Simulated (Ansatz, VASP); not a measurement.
## One calculation of Te2Mo, two programs

File INCAR:

```
PREC = Accurate
ENCUT = 520
EDIFF = 1E-6
ISMEAR = 0
SIGMA = 0.05
LREAL = F
LASPH = T
NELM = 100
ALGO = Normal
ISIF = 2
LWAVE = F
LCHARG = F
GGA = CA
NBANDS = 20
```

Contents of KPOINTS:

```
regular mesh
0
Gamma
  12 12 2
```

File POSCAR:

```
Te2Mo
1.0
    3.2754141889      0.0000000000      0.0000000000
   -1.6377070944      2.8365918955      0.0000000000
    0.0000000000      0.0000000000     16.1221331944
Te Mo
2 1
Direct
    0.3333333333      0.6666666667      0.8978554500
    0.3333333333      0.6666666667      0.1021445500
    0.0000000000      0.0000000000      0.0000000000
```

Input for Ansatz:

```yaml
crystal:
  lattice:
    - [3.2754141889, 0.0, 0.0]
    - [-1.6377070944, 2.8365918955, 0.0]
    - [0.0, 0.0, 16.1221331944]
  atoms:
    - { symbol: Te, position: [0.3333333333, 0.6666666667, 0.89785545] }
    - { symbol: Te, position: [0.3333333333, 0.6666666667, 0.10214455] }
    - { symbol: Mo, position: [0.0, 0.0, 0.0] }
basis:
  ecutwfc: 420
kpoints:
  mp_grid: { grid: [12, 12, 2] }
hamiltonian:
  xc: lda
scf:
  occupations: { method: gaussian, width: 0.05 }
output:
  forces: true
  stress: true
  eigenvalues: true
```

Change from the starting cell: strain -0.080 along x and y, -0.080 along z, atoms carried along.

Alike in both runs: task single point; functional LDA; k mesh 12 × 12 × 2; occupations gaussian, width 0.05 eV; no spin polarisation.

|  | VASP | Ansatz |
| --- | --- | --- |
| version | VASP 6.6.1 | Ansatz 0.2.0 |
| potentials or method | VASP PAW LDA potentials, release 64 (Te, Mo_sv), cutoff 520 eV | scalar-relativistic, plane waves, PAW |
| valence electrons in the cell | 26 | 46 |

Ansatz gave:

| Quantity | Value |
| --- | --- |
| gap on the k mesh at the Fermi level (eV) | 1.31 |
| least direct gap on the mesh (eV) | 1.51 |
| rms of the force components (eV/Å) | 2.161 |

Q: What did VASP give for the same quantities?

A: gap on the k mesh at the Fermi level (eV): 1.29; least direct gap on the mesh (eV): 1.50; rms of the force components (eV/Å): 2.210.

LDA's correlation is that of Perdew and Zunger in VASP and of Perdew and Wang (1992) in Ansatz. Atom by atom the forces differ by 0.049 eV/Å (rms over components). VASP's potentials hold 26 valence electrons a cell and Ansatz's 46, so a difference there can come from the potentials and not from the codes.

Neither program's run includes spin-orbit coupling.
